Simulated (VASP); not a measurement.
Crystal: NaH.

```
CELL_PARAMETERS angstrom
0.00000 2.44000 2.44000
2.44000 0.00000 2.44000
2.44000 2.44000 0.00000
ATOMIC_POSITIONS crystal
Na 0.00000 0.00000 0.00000
H 0.50000 0.50000 0.50000
```

Base run:

```yaml
Program: VASP 6.6.1
Functional: PBEsol
Potentials_or_basis: VASP PAW PBE potentials, release 64 (Na_pv, H)
Cutoff: 520 eV
k_mesh: 9 × 9 × 9
Occupations: fermi-dirac, width 0.05 eV
Spin: no spin polarisation
```

Its results: band gap on the k mesh 3.82 eV, indirect (least direct gap 4.55 eV); pressure -1.2 GPa.

After a change of settings the same cell gave: band gap on the k mesh 4.01 eV, indirect (least direct gap 4.70 eV); pressure -0.7 GPa. Which change was it?
A. functional from PBEsol to r2SCAN; further incar settings from ALGO = Normal; EDIFF = 1e-06; NBANDS = 11 to ALGO = Normal; EDIFF = 1e-07; NBANDS = 11
B. functional from PBEsol to PBE
C. functional from PBEsol to LDA; potentials or basis from VASP PAW PBE potentials, release 64 (Na_pv, H) to VASP PAW LDA potentials, release 64 (Na_pv, H)
D. functional from PBEsol to PBE; k mesh from 9 × 9 × 9 to 6 × 6 × 6

B.

PBE binds less tightly than PBEsol, so the same cell stands under more pressure.

Caveats: the PAW data sets were made with another functional, which shifts forces and pressure a little (some runs).
